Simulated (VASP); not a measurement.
A run of VASP 6.6.1 is set up as follows.

Contents of INCAR:

```
  PREC = Accurate
  ENCUT = 520
  EDIFF = 1E-6
  ISMEAR = 0
  SIGMA = 0.05
  LREAL = False
  LASPH = True
  NELM = 60
  ALGO = Normal
  ISIF = 2
  LWAVE = False
  LCHARG = False
  LDIPOL = True
  IDIPOL = 3
  DIPOL = 0.5 0.5 0.410
  GGA = PE
  IVDW = 12
  NBANDS = 35
```

KPOINTS

```
regular mesh
0
Gamma
  9 9 1
```

The input POSCAR:

```
Te2Mo
1.0
    3.5038817216      0.0000000000      0.0000000000
   -1.7519408608      3.0344505828      0.0000000000
    0.0000000000      0.0000000000     24.7677194079
Te Mo
4 2
Direct
    0.3333333333      0.6666666667      0.1816881048
    0.3333333333      0.6666666667      0.3284056788
    0.3333333333      0.8333333333      0.4911174704
    0.3333333333      0.8333333333      0.6378350444
    0.6666666667      0.3333333333      0.2550468918
    0.0000000000      1.1666666667      0.5644762574
```

Potentials or basis: VASP PAW PBE potentials, release 64 (Te, Mo_sv).

Command:

```bash
$ cat potpaw_PBE.64/Te/POTCAR potpaw_PBE.64/Mo_sv/POTCAR > POTCAR
$ mpirun -np 1 vasp_std > vasp.out
```

Task: Predict the largest force.

Result: 0.059 eV/Å.

Task: What does it give for the dispersion energy per atom?

Result: -0.447 eV.

Forces on the atoms (eV/Å):
```
Te   0.000  0.000 -0.002
Te   0.008 -0.018  0.055
Te  -0.008  0.018 -0.055
Te   0.000  0.000  0.002
Mo   0.004 -0.010  0.002
Mo  -0.004  0.010 -0.002
```

Caveat: the cell differs from its parent crystal (layers slid over each other).
